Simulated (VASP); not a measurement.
## BAs (ae): single point with PBEsol

The system is BAs (ae).

```
B As
1.0
     0.00000    2.36003    2.39618
     2.36003    0.00000    2.39618
     2.36003    2.36003    0.00000
B As
1 1
Direct
  0.00000 0.00000 0.00000
  0.25000 0.25000 0.25000
```

* Program: VASP 6.6.1
* Task: single point
* Functional: PBEsol
* Potentials or basis: VASP PAW PBE potentials, release 64 (B, As)
* Cutoff: 500 eV
* k mesh: 8 × 8 × 8
* Occupations: gaussian, width 0.01 eV
* Spin: no spin polarisation

* Pressure: 3.1 GPa
* Band gap on the k mesh: 0.96 eV, indirect (least direct gap 3.18 eV)

Stress tensor (GPa, compression positive):
```
4.19 0.00 0.00
0.00 4.19 0.00
0.00 0.00 0.97
```

Levels at points of the mesh, in eV from the valence-band top:
```csv
k point,band 2,band 3,band 4,band 5,band 6,band 7
"(0.00, 0.00, 0.00)",-0.15,0.00,0.00,3.18,3.18,3.28
"(0.50, 0.00, 0.00)",-9.04,-2.01,-1.82,2.71,4.65,4.77
"(0.50, 0.50, 0.00)",-8.79,-4.15,-4.15,1.37,1.38,11.48
"(0.50, 0.00, 0.50)",-8.66,-4.31,-4.28,1.18,1.20,11.37
```

It took 23 s on 1 thread of Intel Xeon 8259CL, on a shared host, peak memory 0.16 GiB.

Caveat: the PAW data sets were made with another functional, which shifts forces and pressure a little. PBEsol gaps usually lie below the measured ones, often by a third to a half.
